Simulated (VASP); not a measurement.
Wanted: the native input for a VASP 6.6.1 run.

```
Task                   : single point
Functional             : PBE
Potentials or basis    : VASP PAW PBE potentials, release 64 (Sn_d)
Cutoff                 : 520 eV
k mesh                 : 6 × 6 × 4
Occupations            : gaussian, width 0.05 eV
Spin                   : no spin polarisation
Dipole correction      : no
Further INCAR settings : ALGO = Normal; EDIFF = 1e-07; NBANDS = 21
```

The structure of Sn lies in POSCAR:

```
Sn
1.0
    3.3826537865      0.0000000000      0.0000000000
   -1.6913268932      2.9294641113      0.0000000000
    0.0000000000      0.0000000000      5.5483304810
Sn
2
Direct
    0.3333333333      0.6666666667      0.7500000000
    0.6666666667      0.3333333333      0.2500000000
```

One way to write it, as run:

INCAR

```
  PREC = Accurate
  ENCUT = 520
  EDIFF = 1E-7
  ISMEAR = 0
  SIGMA = 0.05
  LREAL = F
  LASPH = T
  NELM = 100
  ALGO = Normal
  ISIF = 2
  LWAVE = F
  LCHARG = F
  GGA = PE
  NBANDS = 21
```

KPOINTS

```
regular mesh
0
Gamma
  6 6 4
```

Potentials or basis: VASP PAW PBE potentials, release 64 (Sn_d).

Command:

```console
$ cat potpaw_PBE.64/Sn_d/POTCAR > POTCAR
$ mpirun -np 1 vasp_std > vasp.out
```

Results of the run:

| Property | Result |
| --- | --- |
| Pressure | -0.1 GPa |
| Band gap on the k mesh | zero (band 14 reaches 13.70 eV, above the bottom of band 15 at 6.04 eV) |

Caveat: spin-orbit coupling is left out, which moves the levels of the heavy elements.

Run time: 11 s on 1 thread of Intel(R) Xeon(R) 6975P-C (Granite Rapids) (shared host), peak memory 0.17 GiB.
